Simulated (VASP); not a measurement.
Crystal: Re.

```
Re
1.0
     2.73919    0.00000    0.00000
    -1.36959    2.37221    0.00000
     0.00000    0.00000    4.41187
Re
2
Direct
  0.33333 0.66667 0.25000
  0.66667 0.33333 0.75000
```

Base run:

```yaml
Program: VASP 6.6.1
Functional: LDA
Potentials_or_basis: VASP PAW LDA potentials, release 64 (Re_sv_GW)
Cutoff: 560 eV
k_mesh: 13 × 13 × 7
Occupations: gaussian, width 1 eV
Spin: no spin polarisation
```

Its results: band gap on the k mesh zero (bands 15 and 16 overlap by 3.05 eV); pressure 2.7 GPa.

Problem. After a change of settings the same cell gave: band gap on the k mesh zero (bands 15 and 16 overlap by 3.05 eV); pressure -0.4 GPa. Which change was it?
A. k mesh from 13 × 13 × 7 to 6 × 6 × 4; occupations from gaussian, width 1 eV to fermi-dirac, width 0.1 eV
B. occupations from gaussian, width 1 eV to methfessel-paxton, width 0.01 eV
C. occupations from gaussian, width 1 eV to fermi-dirac, width 0.2 eV

Solution. B.

Caveats: spin-orbit coupling is left out, which moves the levels of the heavy elements; so wide a smearing shifts energies and pressures (at least some runs).
